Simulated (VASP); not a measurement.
# BiTe: single point with PBE

The system is BiTe.

```
Bi Te
1.0
     0.00000    3.28353    3.18648
     3.28353    0.00000    3.18648
     3.28353    3.28353    0.00000
Bi Te
1 1
Direct
  0.00000 0.00000 0.00000
  0.50000 0.50000 0.50000
```

This cell differs from its parent crystal: strain +0.015 along x and y, -0.015 along z.

- Program: VASP 6.6.1
- Task: single point
- Functional: PBE
- Potentials or basis: VASP PAW PBE potentials, release 64 (Bi_d, Te)
- Cutoff: 520 eV
- k mesh: 14 × 14 × 14
- Occupations: gaussian, width 0.15 eV
- Spin: no spin polarisation

The pressure is 0.1 GPa and the band gap on the k mesh is zero (an odd number of electrons rules out a gap without spin polarisation).

Stress tensor (GPa, compression positive):
```
-0.80  0.00  0.00
 0.00 -0.80  0.00
 0.00  0.00  1.77
```

Levels at points of the mesh, in eV from the Fermi level:
```csv
k point,band 7,band 8,band 9,band 10,band 11,band 12,band 13,band 14
"(0.00, 0.00, 0.00)",-8.18,-2.78,-2.38,-2.38,1.89,1.89,2.59,4.62
"(0.50, 0.00, 0.00)",-11.21,-1.92,-1.89,-1.58,-0.84,-0.64,-0.54,7.28
"(0.50, 0.50, 0.00)",-10.17,-5.64,-3.98,-3.98,2.25,3.45,3.45,5.15
"(0.50, 0.00, 0.50)",-9.85,-5.53,-4.13,-3.74,2.32,3.20,3.92,4.70
```

It took 7 min on 1 thread of Intel Xeon 8259CL (shared host), peak memory 0.44 GiB.

Caveat: the cell differs from its parent crystal (strain +0.015 along x and y, -0.015 along z); spin-orbit coupling is left out, which moves the levels of the heavy elements.
